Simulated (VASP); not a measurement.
# Sr (P6/mmm) in VASP: notebook, part 2 of 2

VASP 6.6.1.

## (3) Single point, PBEsol

The input, INCAR:

```
ALGO     = Normal         # electronic algorithm
EDIFF    = 1E-6           # SCF threshold, eV
ENCUT    = 520            # plane-wave cutoff, eV
GGA      = PS             # functional
ISIF     = 2              # what is computed and relaxed
ISMEAR   = -1             # smearing method
LASPH    = T              # aspherical terms in the spheres
LCHARG   = F              # write CHGCAR
LREAL    = F              # projectors in reciprocal space
LWAVE    = F              # write WAVECAR
NBANDS   = 22             # bands
NELM     = 80             # most SCF steps
PREC     = Accurate       # precision mode
SIGMA    = 0.08           # smearing width, eV
```

The input, KPOINTS:

```
k-points
0
Gamma
  7 7 10
```

The input, POSCAR:

```
Sr
1.0
    4.9964084438      0.0000000000      0.0000000000
   -2.4982042219      4.3270166400      0.0000000000
    0.0000000000      0.0000000000      2.9738143499
Sr
3
Direct
    0.0000000000      0.0000000000      0.0000000000
    0.3333333333      0.6666666667      0.5000000000
    0.6666666667      0.3333333333      0.5000000000
```

Potentials or basis: VASP PAW PBE potentials, release 64 (Sr_sv).

The run is started by

```bash
$ cat potpaw_PBE.64/Sr_sv/POTCAR > POTCAR
$ mpirun -np 1 vasp_std > vasp.out
```

OUTCAR:

```text
EDIFF = 1E-6
   ENCUT = 520
   GGA = PS
   ISIF = 2
   ISMEAR = -1
   LASPH = T
   LREAL = F
   NELM = 80
   PREC = Accurate

 ion  position               nearest neighbor table
   1  0.000  0.000  0.000-   2 3.25   3 3.25   2 3.25   3 3.25   2 3.25   2 3.25   3 3.25   3 3.25
                             3 3.25   3 3.25   2 3.25   2 3.25
   2  0.333  0.667  0.500-   3 2.88   3 2.88   3 2.88   1 3.25   1 3.25   1 3.25   1 3.25   1 3.25
                             1 3.25   3 4.14   3 4.14   3 4.14   3 4.14   3 4.14   3 4.14
   3  0.667  0.333  0.500-   2 2.88   2 2.88   2 2.88   1 3.25   1 3.25   1 3.25   1 3.25   1 3.25
                             1 3.25   2 4.14   2 4.14   2 4.14   2 4.14   2 4.14   2 4.14

  LATTYP: Found a hexagonal cell.
 ALAT       =     4.9964084438
 C/A-ratio  =     0.5951904019

  Lattice vectors:

 A1 = (   4.9964084438,   0.0000000000,   0.0000000000)
 A2 = (  -2.4982042219,   4.3270166400,   0.0000000000)
 A3 = (   0.0000000000,   0.0000000000,   2.9738143499)

Analysis of symmetry for initial positions (statically):
=====================================================================
 Subroutine PRICEL returns:
 Original cell was already a primitive cell.

 Routine SETGRP: Setting up the symmetry group for a
 hexagonal supercell.

 Subroutine GETGRP returns: Found 24 space group operations
 (whereof 24 operations were pure point group operations)
 out of a pool of 24 trial point group operations.

The static configuration has the point symmetry D_6h.

Analysis of symmetry for dynamics (positions and initial velocities):
=====================================================================
 Subroutine PRICEL returns:
 Original cell was already a primitive cell.

 Routine SETGRP: Setting up the symmetry group for a
 hexagonal supercell.

 Subroutine GETGRP returns: Found 24 space group operations
 (whereof 24 operations were pure point group operations)
 out of a pool of 24 trial point group operations.

The dynamic configuration has the point symmetry D_6h.

 Subroutine INISYM returns: Found 24 space group operations
 (whereof 24 operations are pure point group operations),
 and found     1 'primitive' translations

----------------------------------------------------------------------------------------

                                     Primitive cell

  volume of cell :      64.2925

  direct lattice vectors                    reciprocal lattice vectors
     4.996408444  0.000000000  0.000000000     0.200143766  0.115553057  0.000000000
    -2.498204222  4.327016640  0.000000000     0.000000000  0.231106114  0.000000000
     0.000000000  0.000000000  2.973814350     0.000000000  0.000000000  0.336268469

  length of vectors
     4.996408444  4.996408444  2.973814350     0.231106114  0.231106114  0.336268469

  position of ions in fractional coordinates (direct lattice)
     0.000000000  0.000000000  0.000000000
     0.333333333  0.666666667  0.500000000
     0.666666667  0.333333333  0.500000000

  ion indices of the primitive-cell ions
   primitive index   ion index
                 1           1
                 2           2
                 3           3

----------------------------------------------------------------------------------------

 KPOINTS: k-points

Automatic generation of k-mesh.
 Grid dimensions read from file:
 generate k-points for:    7    7   10

 Generating k-lattice:

  Cartesian coordinates                     Fractional coordinates (reciprocal lattice)
     0.028591967  0.016507580  0.000000000     0.142857143  0.000000000  0.000000000
     0.000000000  0.033015159  0.000000000     0.000000000  0.142857143  0.000000000
     0.000000000  0.000000000  0.033626847     0.000000000  0.000000000  0.100000000

  Length of vectors
     0.033015159  0.033015159  0.033626847

  Shift w.r.t. Gamma in fractional coordinates (k-lattice)
     0.000000000  0.000000000  0.000000000

 Subroutine IBZKPT returns following result:
 ===========================================

 Found     48 irreducible k-points:

 Following reciprocal coordinates:
            Coordinates               Weight
  0.000000  0.000000  0.000000      1.000000
  0.142857 -0.000000  0.000000      6.000000
  0.285714 -0.000000  0.000000      6.000000
  0.428571  0.000000  0.000000      6.000000
  0.142857  0.142857  0.000000      6.000000
  0.285714  0.142857  0.000000     12.000000
[... 16 lines left out ...]
  0.428571  0.142857  0.200000     12.000000
  0.285714  0.285714  0.200000     12.000000
 [... further k-points ...]
   k-points           NKPTS =     48   k-points in BZ     NKDIM =     48   number of bands    NBANDS=     22
   number of dos      NEDOS =    301   number of ions     NIONS =      3
   total plane-waves  NPLWV =  38400
   dimension x,y,z NGX =    40 NGY =   40 NGZ =   24
   dimension x,y,z NGXF=    80 NGYF=   80 NGZF=   48
   ions per type =               3
   NGX,Y,Z   is equivalent  to a cutoff of  13.31, 13.31, 13.42 a.u.
   NGXF,Y,Z  is equivalent  to a cutoff of  26.62, 26.62, 26.83 a.u.
 SYSTEM =  unknown system
   PREC   = accura    normal or accurate (medium, high low for compatibility)
   ISTART =      0    job   : 0-new  1-cont  2-samecut
   ICHARG =      2    charge: 1-file 2-atom 10-const
   ISPIN  =      1    spin polarized calculation?
   LNONCOLLINEAR =      F non collinear calculations
   LSORBIT =      F    spin-orbit coupling
   LASPH  =      T    aspherical Exc in radial PAW
   ENCUT  =  520.0 eV  38.22 Ry    6.18 a.u.   9.29  9.29  5.53*2*pi/ulx,y,z
   NELM   =     80;   NELMIN=  2; NELMDL= -5     # of ELM steps
   EDIFF  = 0.1E-05   stopping-criterion for ELM
   LREAL  =      F    real-space projection
   EDIFFG = 0.1E-04   stopping-criterion for IOM
   NSW    =      0    number of steps for IOM
   IBRION =     -1    ionic relax: 0-MD 1-quasi-New 2-CG
   NFREE  =      0    steps in history (QN), initial steepest desc. (CG)
   ISIF   =      2    stress and relaxation
   ISYM   =      2    0-nonsym 1-usesym 2-fastsym
   POTIM  = 0.5000    time-step for ionic-motion
   TEBEG  =    0.0;   TEEND  =   0.0 temperature during run
   PSTRESS=    0.0 pullay stress
   NELECT =      30.0000    total number of electrons
   NUPDOWN=      -1.0000    fix difference up-down
   EMIN   =  10.00;   EMAX   =-10.00  energy-range for DOS
   EFERMI =   0.00;   METHOD = LEGACY
   ISMEAR =    -1;   SIGMA  =   0.08  broadening in eV -4-tet -1-fermi 0-gaus
   EFERMI_NEDOS =   21; number of points for ismear=-14 and -15
   IALGO  =     38    algorithm
   IMIX   =      4    mixing-type and parameters
     AMIX     =   0.40;   BMIX     =  1.00
     AMIX_MAG =   1.60;   BMIX_MAG =  1.00
  volume/ion in A,a.u.               =      21.43       144.62
  Fermi-wavevector in a.u.,A,eV,Ry     =   1.269780  2.399536 21.937233  1.612341
  Thomas-Fermi vector in A             =   2.402803
   LORBIT       =      0    0 simple, 1 ext, 2 COOP (PROOUT), +10 PAW based schemes
   GGA     = PS    functional components
   LHFCALC =     F    Hartree Fock is set to
   AEXX    =    0.0000 exact exchange contribution
   IVDW    =     0    specifies the selected vdW correction
   LEPSILON=     F    determine dielectric tensor
   LRPA    =     F    only Hartree local field effects (RPA)
 non-spin polarized calculation
  energy-cutoff  :      520.00
  volume of cell :       64.29
 maximum number of plane-waves:      1757
 NGX is ok and might be reduce to    40
   NGX = 19   NGY = 19   NGZ = 11

 number of electron      30.0000000 magnetization

 Free energy of the ion-electron system (eV)
  ---------------------------------------------------
  ext. energy  EPLUGINS =         0.00000000
  ---------------------------------------------------
  free energy    TOTEN  =         0.71465583 eV

  energy without entropy =        0.78274655  energy(sigma->0) =        0.74870119

 E-fermi :   5.9146     XC(G=0): -11.0746

 val. band max:        5.9011532990   @ k =   0.2857  -0.0000   0.1000
 cond. band min:       5.9172346534   @ k =   0.4286   0.1429   0.3000
 fundamental gap:      0.0160813545
 Fermi energy:         5.9146018904

 k-point     1 :       0.0000    0.0000    0.0000
  band No.  band energies     occupation
      1     -29.9416      2.00000
      2     -29.1569      2.00000
      3     -29.0938      2.00000
      4     -12.7875      2.00000
      5     -12.7875      2.00000
      6     -12.2011      2.00000
[... 574 lines left out ...]
      6     -12.1568      2.00000
[... 14 lines left out ...]
     21       9.4034      0.00000
     22       9.6689      0.00000

 [... further k-points ...]

------------------------ aborting loop because EDIFF is reached ----------------------------------------

  FORCE on cell =-STRESS in cart. coord.  units (eV):
  Direction    XX          YY          ZZ          XY          YZ          ZX
  --------------------------------------------------------------------------------------
  -------------------------------------------------------------------------------------
  Total       14.7546313     14.7546313     14.7539104     -0.0000000     -0.0000000      0.0000000
  in kB      367.6872688    367.6872688    367.6693039     -0.0000000     -0.0000000      0.0000000
  external PRESSURE =     367.6812805 kB  Pullay stress =       0.0000000 kB

 VOLUME and BASIS-vectors are now :
 -----------------------------------------------------------------------------
  energy-cutoff  :      520.00
  volume of cell :       64.29
      direct lattice vectors                 reciprocal lattice vectors
     4.996408444  0.000000000  0.000000000     0.200143766  0.115553057  0.000000000
    -2.498204222  4.327016640  0.000000000     0.000000000  0.231106114  0.000000000
     0.000000000  0.000000000  2.973814350     0.000000000  0.000000000  0.336268469

 POSITION                                       TOTAL-FORCE (eV/Angst)
 -----------------------------------------------------------------------------------
      0.00000      0.00000      0.00000        -0.000000      0.000000      0.000000
     -0.00000      2.88468      1.48691        -0.000000     -0.000000      0.000000
      2.49820      1.44234      1.48691         0.000000      0.000000      0.000000
 -----------------------------------------------------------------------------------
    total drift:                                0.000000     -0.000000      0.000000

  FREE ENERGIE OF THE ION-ELECTRON SYSTEM (eV)
  ---------------------------------------------------
  free  energy   TOTEN  =         0.7146558294 eV

  energy  without entropy=        0.7827465538  energy(sigma->0) =        0.74870119
```

It took 56 s on 1 thread of Intel Xeon Platinum 8488C (Sapphire Rapids), shared host; peak memory 0.21 GiB.

What came out:

| Property | Result |
| --- | --- |
| Free energy | 0.7147 eV |
| Pressure | 36.8 GPa |
| Band gap on the k mesh | zero (band 15 reaches 7.65 eV, above the bottom of band 16 at 5.32 eV) |

Caveat: the PAW data sets were made with another functional, which shifts forces and pressure a little.
